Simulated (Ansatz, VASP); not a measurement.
Two plane-wave programs on Rh3I

```
Rh I
1.0
     4.29381    0.00000    0.00000
     0.00000    4.29381    0.00000
     0.00000    0.00000    4.29381
Rh I
3 1
Direct
  0.00000 0.50000 0.50000
  0.50000 0.00000 0.50000
  0.50000 0.50000 0.00000
  0.00000 0.00000 0.00000
```

Alike in both runs: task relaxation of cell and atoms; functional PBE; k mesh 4 × 4 × 4; occupations gaussian, width 0.1 eV; collinear spin.

```csv
,VASP,Ansatz
version,VASP 6.6.1,Ansatz 0.2.0
potentials or method,"VASP PAW PBE potentials, release 64 (Rh_pv, I), cutoff 600 eV","scalar-relativistic, plane waves, PAW"
valence electrons in the cell,52,68
```

Ansatz gave:

* gap on the k mesh at the Fermi level, each at its own relaxed structure (eV): none
* net moment per atom (μB): 0.17
* size of the moment on the site where the two differ most (μB): 0.21
* relaxed volume (Å³/atom): 16.28
* relaxed cell length with the largest relative difference (Å): 4.023

Q: What did VASP give for the same quantities?

A: gap on the k mesh at the Fermi level, each at its own relaxed structure (eV): none; net moment per atom (μB): 0.00; size of the moment on the site where the two differ most (μB): 0.00; relaxed volume (Å³/atom): 16.29; relaxed cell length with the largest relative difference (Å): 4.024.

The net moments are unlike, so the other rows may belong to different states. Site moments also hang on the region over which each program counts them. A gap of «none» marks a metal or a gap that the smearing closes. VASP's potentials hold 52 valence electrons a cell and Ansatz's 68, so a difference there can come from the potentials and not from the codes.

The k mesh is coarse, so the values compare programs but aren't converged. Spin-orbit coupling is off throughout. Noted on VASP's run: the volume moved by over 15 % at a fixed basis, so the end points are rough.
